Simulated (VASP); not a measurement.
## GaN: single point with PBE

The system is GaN.

```
CELL_PARAMETERS angstrom
3.10050 0.00000 0.00000
-1.55025 2.68511 0.00000
0.00000 0.00000 5.29515
ATOMIC_POSITIONS crystal
Ga 0.33333 0.66667 0.00000
Ga 0.66667 0.33333 0.50000
N 0.33333 0.66667 0.37500
N 0.66667 0.33333 0.87500
```

This cell differs from its parent crystal: strain -0.025 along x and y, +0.025 along z.

| Quantity | Value |
| --- | --- |
| Program | VASP 6.6.1 |
| Task | single point |
| Functional | PBE |
| Potentials or basis | VASP PAW PBE potentials, release 64 (Ga_d, N) |
| Cutoff | 520 eV |
| k mesh | 12 × 12 × 6 |
| Occupations | gaussian, width 0.05 eV |
| Spin | no spin polarisation |

| Quantity | Value |
| --- | --- |
| Pressure | 13.4 GPa |
| Largest force | 0.411 eV/Å |
| Band gap on the k mesh | 1.95 eV, direct |

Forces on the atoms (eV/Å):
```
Ga   0.000  0.000  0.411
Ga   0.000  0.000  0.411
N    0.000  0.000 -0.411
N    0.000  0.000 -0.411
```

Stress tensor (GPa, compression positive):
```
19.55  0.00  0.00
 0.00 19.55  0.00
 0.00  0.00  1.03
```

Levels at points of the mesh, in eV from the valence-band top:
```csv
k point,band 14,band 15,band 16,band 17,band 18,band 19,band 20,band 21,band 22,band 23
"(0.00, 0.00, 0.00)",-0.92,-0.92,-0.27,0.00,0.00,1.95,4.89,8.97,10.12,10.47
"(0.50, 0.00, 0.00)",-5.67,-4.39,-2.73,-2.37,-1.14,5.41,5.60,5.79,8.60,10.18
"(0.00, 0.00, 0.50)",-4.24,-0.47,-0.47,-0.47,-0.47,4.56,4.56,8.37,8.37,10.98
"(0.50, 0.00, 0.50)",-6.85,-2.21,-2.21,-2.00,-2.00,4.31,4.31,7.86,7.86,10.05
```

It took 88 s on 1 thread of Intel(R) Xeon(R) Platinum 8488C (Sapphire Rapids), on a shared host, peak memory 0.2 GiB.

Caveat: the cell differs from its parent crystal (strain -0.025 along x and y, +0.025 along z).
